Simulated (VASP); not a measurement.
A run of VASP 6.6.1:

Contents of POSCAR:

```
LiF
1.0
    0.0000000000      2.1261137246      1.8071966659
    2.1261137246      0.0000000000      1.8071966659
    2.1261137246      2.1261137246      0.0000000000
Li F
1 1
Direct
    0.0000000000      0.0000000000      0.0000000000
    0.5000000000      0.5000000000      0.5000000000
```

File INCAR.step1:

```
SYSTEM = LiF
ALGO     = Normal         ! electronic algorithm
EDIFF    = 1E-4           ! SCF threshold, eV
ENCUT    = 520            ! plane-wave cutoff, eV
GGA      = PE             ! functional
ISMEAR   = 0              ! smearing method
LASPH    = .True.         ! aspherical terms in the spheres
LCHARG   = .False.        ! write CHGCAR
LREAL    = .False.        ! projectors in reciprocal space
LWAVE    = .True.         ! write WAVECAR
NBANDS   = 12             ! bands
NELM     = 100            ! most SCF steps
PREC     = Accurate       ! precision mode
SIGMA    = 0.05           ! smearing width, eV
```

INCAR.step2

```
SYSTEM = LiF
ALGO     = Normal         ! electronic algorithm
EDIFF    = 1E-7           ! SCF threshold, eV
ENCUT    = 520            ! plane-wave cutoff, eV
ISIF     = 2              ! what is computed and relaxed
ISMEAR   = 0              ! smearing method
ISTART   = 1            
LASPH    = .True.         ! aspherical terms in the spheres
LCHARG   = .False.        ! write CHGCAR
LMIXTAU  = .True.       
LREAL    = .False.        ! projectors in reciprocal space
LWAVE    = .False.        ! write WAVECAR
METAGGA  = R2SCAN         ! meta-GGA
NBANDS   = 12             ! bands
NELM     = 100            ! most SCF steps
PREC     = Accurate       ! precision mode
SIGMA    = 0.05           ! smearing width, eV
```

File KPOINTS:

```
k-points
0
Gamma
  12 12 12
  0 0 0
```

Potentials or basis: VASP PAW PBE potentials, release 64 (Li_sv, F).

Command:

```sh
$ cat potpaw_PBE.64/Li_sv/POTCAR potpaw_PBE.64/F/POTCAR > POTCAR
$ cp INCAR.step1 INCAR
$ mpirun -np 1 vasp_std > vasp.out
$ cp INCAR.step2 INCAR
$ mpirun -np 1 vasp_std > vasp.out
```

Hardware: 1 thread of Intel(R) Xeon(R) 6975P-C (Granite Rapids), with other jobs on the host.

Problem. How long does it take, and how much memory?

Solution. It took 43 s on 1 thread of Intel(R) Xeon(R) 6975P-C (Granite Rapids) (shared host), peak memory 0.15 GiB. Counts: k points 163.
